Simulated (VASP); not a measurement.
The system is SiC (Moissanite 3C).

```
CELL_PARAMETERS angstrom
0.00000 2.17900 2.17900
2.17900 0.00000 2.17900
2.17900 2.17900 0.00000
ATOMIC_POSITIONS crystal
Si 0.00000 0.00000 0.00000
C 0.25000 0.25000 0.25000
```

| Quantity | Value |
| --- | --- |
| Program | VASP 6.6.1 |
| Task | relaxation of cell and atoms |
| Functional | revPBE |
| Dispersion | D3(BJ) |
| Potentials or basis | VASP PAW PBE potentials, release 64 (Si, C) |
| Cutoff | 600 eV |
| k mesh | 7 × 7 × 7 |
| Occupations | gaussian, width 0.01 eV |
| Spin | no spin polarisation |

At the start: pressure -4.2 GPa; volume 10.35 Å³/atom.

Q: How do energy, volume and symmetry change on relaxing?

A: Over 3 steps the energy falls by 2.7 meV/atom and the volume is 10.15 Å³/atom (-1.9 %); space group F-43m (No. 216, to 0.05 Å).

Step by step:
| step | energy change (eV) | largest force (eV/Å) | pressure (GPa) | volume (Å³) |
| --- | --- | --- | --- | --- |
| 1 | 0.0000 | 0.0000 | -4.23 | 20.69 |
| 2 | 0.0005 | 0.0000 | 4.75 | 19.89 |
| 3 | -0.0054 | 0.0000 | 0.00 | 20.29 |

Final structure:
```xyz
2
Lattice="0.0000 2.1649 2.1649 2.1649 0.0000 2.1649 2.1649 2.1649 0.0000" Properties=species:S:1:pos:R:3 pbc="T T T"
Si    0.0000    0.0000    0.0000
C     1.0824    1.0824    1.0824
```

Caveat: the PAW data sets were made with another functional, which shifts forces and pressure a little.
